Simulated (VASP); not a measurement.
# BaS (I4/mmm) in VASP: further runs

The runs below take BaS through single point, with PBEsol.

All numbers are computed with VASP 6.6.1; they aren't measurements. Logs are shortened: lines on timing, memory, paths and dates and some standing lists are left out, and cuts for length are marked.

## 1. The cell of the first run

It takes space group I4/mmm (No. 139, tetragonal). The conventional cell has a = 4.500 Å, b = 4.500 Å, c = 6.321 Å, α = 90.00°, β = 90.00°, γ = 90.00°. Ba (site symmetry 4/mmm) has 6 S at 3.16 to 3.18 Å within 4.2 Å. Within 4.2 Å of S (site symmetry 4/mmm) lie 6 Ba at 3.16 to 3.18 Å.

## 2. Single point, PBEsol (in-plane strain +0.005, then relaxed in part)

The input, INCAR:

```
PREC = Accurate ; ENCUT = 520
EDIFF = 1E-6 ; ISMEAR = 0
SIGMA = 0.01 ; LREAL = False
LASPH = True ; NELM = 80
ALGO = Normal ; ISIF = 2
LWAVE = False ; LCHARG = False
GGA = PS ; NBANDS = 15
```

The input, KPOINTS:

```
regular mesh
0
Gamma
  6 6 6
```

The input, POSCAR:

```
BaS
1.0
    3.1821280159      3.1821280159      0.0000000000
   -3.1821280159      3.1821280159      0.0000000000
    0.0000000000      3.1821280159      3.1605751829
Ba S
1 1
Direct
    0.0000000000      0.0000000000      0.0000000000
    0.5000000000      0.5000000000      0.0000000000
```

Potentials or basis: VASP PAW PBE potentials, release 64 (Ba_sv, S).

Launch:

```
$ cat potpaw_PBE.64/Ba_sv/POTCAR potpaw_PBE.64/S/POTCAR > POTCAR
$ mpirun -np 1 vasp_std > vasp.out
```

OUTCAR:

```text
PREC = Accurate
   ENCUT = 520
   EDIFF = 1E-6
   ISMEAR = 0
   LREAL = False
   LASPH = True
   NELM = 80
   ISIF = 2
   GGA = PS

 ion  position               nearest neighbor table
   1  0.000  0.000  0.000-   2 3.16   2 3.16   2 3.18   2 3.18   2 3.18   2 3.18
   2  0.500  0.500  0.000-   1 3.16   1 3.16   1 3.18   1 3.18   1 3.18   1 3.18

  LATTYP: Found a body centered tetragonal cell.
 ALAT       =     4.5002085973
 C/A-ratio  =     1.4046349695

  Lattice vectors:

 A1 = (   3.1821280159,   0.0000000000,  -3.1605751829)
 A2 = (  -3.1821280159,   0.0000000000,  -3.1605751829)
 A3 = (   0.0000000000,   3.1821280159,   3.1605751829)

Analysis of symmetry for initial positions (statically):
=====================================================================
 Subroutine PRICEL returns:
 Original cell was already a primitive cell.

 Routine SETGRP: Setting up the symmetry group for a
 body centered tetragonal supercell.

 Subroutine GETGRP returns: Found 16 space group operations
 (whereof 16 operations were pure point group operations)
 out of a pool of 16 trial point group operations.

The static configuration has the point symmetry D_4h.

Analysis of symmetry for dynamics (positions and initial velocities):
=====================================================================
 Subroutine PRICEL returns:
 Original cell was already a primitive cell.

 Routine SETGRP: Setting up the symmetry group for a
 body centered tetragonal supercell.

 Subroutine GETGRP returns: Found 16 space group operations
 (whereof 16 operations were pure point group operations)
 out of a pool of 16 trial point group operations.

The dynamic configuration has the point symmetry D_4h.

 Subroutine INISYM returns: Found 16 space group operations
 (whereof 16 operations are pure point group operations),
 and found     1 'primitive' translations

----------------------------------------------------------------------------------------

                                     Primitive cell

  volume of cell :      64.0076

  direct lattice vectors                    reciprocal lattice vectors
     3.182128016  3.182128016  0.000000000     0.157127557  0.157127557 -0.158199053
    -3.182128016  3.182128016  0.000000000    -0.157127557  0.157127557 -0.158199053
     0.000000000  3.182128016  3.160575183     0.000000000  0.000000000  0.316398105

  length of vectors
     4.500208597  4.500208597  4.484994336     0.272772943  0.272772943  0.316398105

  position of ions in fractional coordinates (direct lattice)
     0.000000000  0.000000000  0.000000000
     0.500000000  0.500000000  0.000000000

  ion indices of the primitive-cell ions
   primitive index   ion index
                 1           1
                 2           2

----------------------------------------------------------------------------------------

 KPOINTS: regular mesh

Automatic generation of k-mesh.
 Grid dimensions read from file:
 generate k-points for:    6    6    6

 Generating k-lattice:

  Cartesian coordinates                     Fractional coordinates (reciprocal lattice)
     0.026187926  0.026187926 -0.026366509     0.166666667  0.000000000  0.000000000
    -0.026187926  0.026187926 -0.026366509     0.000000000  0.166666667  0.000000000
     0.000000000  0.000000000  0.052733018     0.000000000  0.000000000  0.166666667

  Length of vectors
     0.045462157  0.045462157  0.052733018

  Shift w.r.t. Gamma in fractional coordinates (k-lattice)
     0.000000000  0.000000000  0.000000000

 Subroutine IBZKPT returns following result:
 ===========================================

 Found     30 irreducible k-points:

 Following reciprocal coordinates:
            Coordinates               Weight
  0.000000  0.000000  0.000000      1.000000
  0.166667  0.000000 -0.000000      8.000000
  0.333333  0.000000  0.000000      8.000000
  0.500000  0.000000 -0.000000      4.000000
  0.166667  0.166667 -0.000000      8.000000
  0.333333  0.166667  0.000000     16.000000
[... 16 lines left out ...]
 -0.333333 -0.333333  0.166667      4.000000
 -0.166667 -0.333333  0.166667     16.000000
 [... further k-points ...]
   k-points           NKPTS =     30   k-points in BZ     NKDIM =     30   number of bands    NBANDS=     15
   number of dos      NEDOS =    301   number of ions     NIONS =      2
   total plane-waves  NPLWV =  46656
   dimension x,y,z NGX =    36 NGY =   36 NGZ =   36
   dimension x,y,z NGXF=    72 NGYF=   72 NGZF=   72
   ions per type =               1   1
   NGX,Y,Z   is equivalent  to a cutoff of  13.30, 13.30, 13.34 a.u.
   NGXF,Y,Z  is equivalent  to a cutoff of  26.60, 26.60, 26.69 a.u.
 SYSTEM =  unknown system
   PREC   = accura    normal or accurate (medium, high low for compatibility)
   ISTART =      0    job   : 0-new  1-cont  2-samecut
   ICHARG =      2    charge: 1-file 2-atom 10-const
   ISPIN  =      1    spin polarized calculation?
   LNONCOLLINEAR =      F non collinear calculations
   LSORBIT =      F    spin-orbit coupling
   LASPH  =      T    aspherical Exc in radial PAW
   ENCUT  =  520.0 eV  38.22 Ry    6.18 a.u.   8.37  8.37  8.34*2*pi/ulx,y,z
   NELM   =     80;   NELMIN=  2; NELMDL= -5     # of ELM steps
   EDIFF  = 0.1E-05   stopping-criterion for ELM
   LREAL  =      F    real-space projection
   EDIFFG = 0.1E-04   stopping-criterion for IOM
   NSW    =      0    number of steps for IOM
   IBRION =     -1    ionic relax: 0-MD 1-quasi-New 2-CG
   NFREE  =      0    steps in history (QN), initial steepest desc. (CG)
   ISIF   =      2    stress and relaxation
   ISYM   =      2    0-nonsym 1-usesym 2-fastsym
   POTIM  = 0.5000    time-step for ionic-motion
   TEBEG  =    0.0;   TEEND  =   0.0 temperature during run
   PSTRESS=    0.0 pullay stress
   NELECT =      16.0000    total number of electrons
   NUPDOWN=      -1.0000    fix difference up-down
   EMIN   =  10.00;   EMAX   =-10.00  energy-range for DOS
   EFERMI =   0.00;   METHOD = LEGACY
   ISMEAR =     0;   SIGMA  =   0.01  broadening in eV -4-tet -1-fermi 0-gaus
   EFERMI_NEDOS =   21; number of points for ismear=-14 and -15
   IALGO  =     38    algorithm
   IMIX   =      4    mixing-type and parameters
     AMIX     =   0.40;   BMIX     =  1.00
     AMIX_MAG =   1.60;   BMIX_MAG =  1.00
  volume/ion in A,a.u.               =      32.00       215.97
  Fermi-wavevector in a.u.,A,eV,Ry     =   1.031267  1.948812 14.469947  1.063511
  Thomas-Fermi vector in A             =   2.165406
   LORBIT       =      0    0 simple, 1 ext, 2 COOP (PROOUT), +10 PAW based schemes
   GGA     = PS    functional components
   LHFCALC =     F    Hartree Fock is set to
   AEXX    =    0.0000 exact exchange contribution
   IVDW    =     0    specifies the selected vdW correction
   LEPSILON=     F    determine dielectric tensor
   LRPA    =     F    only Hartree local field effects (RPA)
 non-spin polarized calculation
 Gauss-broadening in eV      SIGMA  =   0.01
  energy-cutoff  :      520.00
  volume of cell :       64.01
 maximum number of plane-waves:      1741
 NGX is ok and might be reduce to    36
   NGX = 17   NGY = 17   NGZ = 17

 number of electron      16.0000000 magnetization

 Free energy of the ion-electron system (eV)
  ---------------------------------------------------
  ext. energy  EPLUGINS =         0.00000000
  ---------------------------------------------------
  free energy    TOTEN  =       -10.71811507 eV

  energy without entropy =      -10.71811507  energy(sigma->0) =      -10.71811507

 E-fermi :   1.6075     XC(G=0):  -8.8972

 val. band max:        1.4523986342   @ k =   0.0000   0.0000   0.0000
 cond. band min:       3.3814276446   @ k =   0.0000   0.0000   0.5000
 fundamental gap:      1.9290290104
 Fermi energy:         1.6074702064

 k-point     1 :       0.0000    0.0000    0.0000
  band No.  band energies     occupation
      1     -24.5456      2.00000
      2      -9.5872      2.00000
      3      -9.5853      2.00000
      4      -9.5853      2.00000
      5      -8.9448      2.00000
      6       1.4277      2.00000
      7       1.4277      2.00000
      8       1.4524      2.00000
      9       4.9271      0.00000
     10       5.2032      0.00000
     11       5.2032      0.00000
     12       5.2526      0.00000
     13       6.1716      0.00000
     14       6.2156      0.00000
     15       9.9764      0.00000

 k-point     2 :       0.1667    0.0000   -0.0000
  band No.  band energies     occupation
      1     -24.5332      2.00000
      2     -10.1047      2.00000
      3      -9.5968      2.00000
      4      -9.5962      2.00000
      5      -8.4025      2.00000
      6       0.7433      2.00000
      7       1.0666      2.00000
      8       1.0766      2.00000
      9       5.2487      0.00000
     10       5.6290      0.00000
     11       5.6543      0.00000
     12       5.9408      0.00000
     13       6.9757      0.00000
     14       7.0323      0.00000
     15      11.0810      0.00000

 k-point     3 :       0.3333    0.0000    0.0000
  band No.  band energies     occupation
      1     -24.5081      2.00000
      2     -10.6386      2.00000
      3      -9.6195      2.00000
      4      -9.6152      2.00000
      5      -7.8163      2.00000
      6      -0.2136      2.00000
      7       0.5184      2.00000
      8       0.5187      2.00000
      9       5.8109      0.00000
     10       6.7640      0.00000
     11       6.7696      0.00000
     12       7.4209      0.00000
     13       8.7776      0.00000
     14       8.8552      0.00000
     15      11.8544      0.00000
[... 343 lines left out ...]
 k-point    23 :      -0.3333   -0.3333    0.1667
  band No.  band energies     occupation
      1     -24.4806      2.00000
      2     -10.1073      2.00000
      3     -10.0420      2.00000
      4      -9.8836      2.00000
      5      -8.3779      2.00000
      6       0.4980      2.00000
      7       0.8918      2.00000
      8       1.0648      2.00000
      9       4.5160      0.00000
     10       6.9027      0.00000
     11       7.6778      0.00000
     12       8.4317      0.00000
     13       9.0575      0.00000
     14       9.7444      0.00000
     15      11.2854      0.00000

 k-point    24 :      -0.1667   -0.3333    0.1667
  band No.  band energies     occupation
      1     -24.4839      2.00000
      2     -10.4556      2.00000
      3      -9.8838      2.00000
      4      -9.7758      2.00000
      5      -8.0853      2.00000
      6       0.0930      2.00000
      7       0.7132      2.00000
      8       0.7866      2.00000
      9       5.7970      0.00000
     10       5.9132      0.00000
     11       8.1221      0.00000
     12       8.4886      0.00000
     13       8.8498      0.00000
     14      10.8042      0.00000
     15      10.9697      0.00000

 [... further k-points ...]
[... 5 lines left out ...]
  --------------------------------------------------------------------------------------
  -------------------------------------------------------------------------------------
  Total        0.0291391      0.0291391      0.2789798      0.0000000      0.0000000      0.0000000
  in kB        0.7293824      0.7293824      6.9831587      0.0000000      0.0000000      0.0000000
  external PRESSURE =       2.8139745 kB  Pullay stress =       0.0000000 kB

 VOLUME and BASIS-vectors are now :
 -----------------------------------------------------------------------------
  energy-cutoff  :      520.00
  volume of cell :       64.01
      direct lattice vectors                 reciprocal lattice vectors
     3.182128016  3.182128016  0.000000000     0.157127557  0.157127557 -0.158199053
    -3.182128016  3.182128016  0.000000000    -0.157127557  0.157127557 -0.158199053
     0.000000000  3.182128016  3.160575183     0.000000000  0.000000000  0.316398105

 POSITION                                       TOTAL-FORCE (eV/Angst)
 -----------------------------------------------------------------------------------
      0.00000      0.00000      0.00000        -0.000000      0.000000      0.000000
      0.00000      3.18213      0.00000         0.000000     -0.000000      0.000000
 -----------------------------------------------------------------------------------
    total drift:                               -0.000000      0.000000     -0.000000

  FREE ENERGIE OF THE ION-ELECTRON SYSTEM (eV)
  ---------------------------------------------------
  free  energy   TOTEN  =       -10.7181150678 eV

  energy  without entropy=      -10.7181150678  energy(sigma->0) =      -10.71811507
```

It used 22 s of CPU time on 1 thread of Intel Xeon 6975P-C, with other jobs on the host.

What came out:

| Property | Result |
| --- | --- |
| Free energy | -10.7181 eV |
| Pressure | 0.3 GPa |
| Band gap on the k mesh | 1.93 eV, indirect (least direct gap 2.06 eV) |

Caveat: the cell differs from its parent crystal (in-plane strain +0.005, then relaxed in part); the PAW data sets were made with another functional, which shifts forces and pressure a little; spin-orbit coupling is left out, which moves the levels of the heavy elements.

## 3. Single point, PBEsol (in-plane strain +0.005)

The input, INCAR:

```
PREC = Accurate
ENCUT = 520
EDIFF = 1E-7
ISMEAR = 0
SIGMA = 0.01
LREAL = F
LASPH = T
NELM = 100
ALGO = Normal
ISIF = 2
LWAVE = F
LCHARG = T
GGA = PS
LELF = T
LVHAR = T
NBANDS = 15
```

The input, KPOINTS:

```
Automatic mesh
0
Gamma
  6 6 6
```

POSCAR, as its differences from that of step 2:

```diff
@@ -4,3 +4,3 @@
    -3.1821280159      3.1821280159      0.0000000000
-    0.0000000000      3.1821280159      3.1605751829
+    0.0000000000      3.1821280159      3.1567976436
 Ba S
```

Potentials or basis: VASP PAW PBE potentials, release 64 (Ba_sv, S).

Launch:

```
$ cat potpaw_PBE.64/Ba_sv/POTCAR potpaw_PBE.64/S/POTCAR > POTCAR
$ mpirun -np 1 vasp_std > vasp.out
```

OUTCAR:

```text
PREC = Accurate
   ENCUT = 520
   EDIFF = 1E-7
   ISMEAR = 0
   LREAL = F
   LASPH = T
   NELM = 100
   ISIF = 2
   GGA = PS

 ion  position               nearest neighbor table
   1  0.000  0.000  0.000-   2 3.16   2 3.16   2 3.18   2 3.18   2 3.18   2 3.18
   2  0.500  0.500  0.000-   1 3.16   1 3.16   1 3.18   1 3.18   1 3.18   1 3.18

  LATTYP: Found a body centered tetragonal cell.
 ALAT       =     4.5002085973
 C/A-ratio  =     1.4029561410

  Lattice vectors:

 A1 = (   3.1821280159,   0.0000000000,  -3.1567976436)
 A2 = (  -3.1821280159,   0.0000000000,  -3.1567976436)
 A3 = (   0.0000000000,   3.1821280159,   3.1567976436)

Analysis of symmetry for initial positions (statically):
=====================================================================
 Subroutine PRICEL returns:
 Original cell was already a primitive cell.

 Routine SETGRP: Setting up the symmetry group for a
 body centered tetragonal supercell.

 Subroutine GETGRP returns: Found 16 space group operations
 (whereof 16 operations were pure point group operations)
 out of a pool of 16 trial point group operations.

The static configuration has the point symmetry D_4h.
[... 176 lines left out ...]
      6       1.4326      2.00000
      7       1.4326      2.00000
      8       1.4618      2.00000
      9       4.9389      0.00000
     10       5.2066      0.00000
     11       5.2066      0.00000
     12       5.2648      0.00000
     13       6.1756      0.00000
     14       6.2280      0.00000
[... 401 lines left out ...]
      2     -10.4493      2.00000
      3      -9.8752      2.00000
      4      -9.7663      2.00000
      5      -8.0785      2.00000
      6       0.0985      2.00000
      7       0.7196      2.00000
      8       0.7948      2.00000
      9       5.8023      0.00000
     10       5.9188      0.00000
     11       8.1376      0.00000
     12       8.5026      0.00000
     13       8.8652      0.00000
     14      10.8185      0.00000
     15      10.9794      0.00000

 [... further k-points ...]

------------------------ aborting loop because EDIFF is reached ----------------------------------------

  FORCE on cell =-STRESS in cart. coord.  units (eV):
  Direction    XX          YY          ZZ          XY          YZ          ZX
  --------------------------------------------------------------------------------------
  -------------------------------------------------------------------------------------
  Total        0.0378613      0.0378613      0.3342550      0.0000000      0.0000000     -0.0000000
  in kB        0.9488420      0.9488420      8.3767674      0.0000000      0.0000000     -0.0000000
  external PRESSURE =       3.4248171 kB  Pullay stress =       0.0000000 kB

 VOLUME and BASIS-vectors are now :
 -----------------------------------------------------------------------------
  energy-cutoff  :      520.00
  volume of cell :       63.93
      direct lattice vectors                 reciprocal lattice vectors
     3.182128016  3.182128016  0.000000000     0.157127557  0.157127557 -0.158388359
    -3.182128016  3.182128016  0.000000000    -0.157127557  0.157127557 -0.158388359
     0.000000000  3.182128016  3.156797644     0.000000000  0.000000000  0.316776719

 POSITION                                       TOTAL-FORCE (eV/Angst)
 -----------------------------------------------------------------------------------
      0.00000      0.00000      0.00000         0.000000     -0.000000      0.000000
      0.00000      3.18213      0.00000        -0.000000      0.000000      0.000000
 -----------------------------------------------------------------------------------
    total drift:                               -0.000000      0.000000     -0.000000

  FREE ENERGIE OF THE ION-ELECTRON SYSTEM (eV)
  ---------------------------------------------------
  free  energy   TOTEN  =       -10.7177388000 eV

  energy  without entropy=      -10.7177388000  energy(sigma->0) =      -10.71773880
```

OSZICAR:

```text
N       E                     dE             d eps       ncg     rms          rms(c)
DAV:   1     0.827371396102E+02    0.82737E+02   -0.69062E+03   900   0.935E+02
DAV:   2    -0.625454560774E+01   -0.88992E+02   -0.81580E+02  1189   0.174E+02
DAV:   3    -0.110567616517E+02   -0.48022E+01   -0.47718E+01  1243   0.414E+01
DAV:   4    -0.111442078520E+02   -0.87446E-01   -0.87420E-01  1142   0.575E+00
DAV:   5    -0.111470517479E+02   -0.28439E-02   -0.28437E-02  1198   0.829E-01    0.473E+00
DAV:   6    -0.107214580701E+02    0.42559E+00   -0.55553E-01  1033   0.454E+00    0.325E+00
DAV:   7    -0.107128094519E+02    0.86486E-02   -0.13767E-01  1146   0.208E+00    0.178E+00
DAV:   8    -0.107179595903E+02   -0.51501E-02   -0.19584E-02   977   0.903E-01    0.227E-01
DAV:   9    -0.107173123795E+02    0.64721E-03   -0.27129E-03  1208   0.327E-01    0.110E-01
DAV:  10    -0.107177316516E+02   -0.41927E-03   -0.49941E-04   970   0.153E-01    0.270E-02
DAV:  11    -0.107177379731E+02   -0.63215E-05   -0.42860E-05  1173   0.416E-02    0.699E-03
DAV:  12    -0.107177388693E+02   -0.89627E-06   -0.34719E-06  1005   0.114E-02    0.643E-03
DAV:  13    -0.107177388000E+02    0.69362E-07   -0.31697E-07  1074   0.359E-03
   1 F= -.10717739E+02 E0= -.10717739E+02  d E =-.193669E-12
```

It used 25 s of CPU time on 1 thread of Intel Xeon 6975P-C (shared host).

Results:

```yaml
Free_energy: -10.7177 eV
Pressure: 0.3 GPa
Band_gap_on_the_k_mesh: 1.92 eV, indirect (least direct gap 2.06 eV)
```

Caveat: the cell differs from its parent crystal (in-plane strain +0.005); the PAW data sets were made with another functional, which shifts forces and pressure a little; spin-orbit coupling is left out, which moves the levels of the heavy elements.

(Continued in part 2 of 2.)
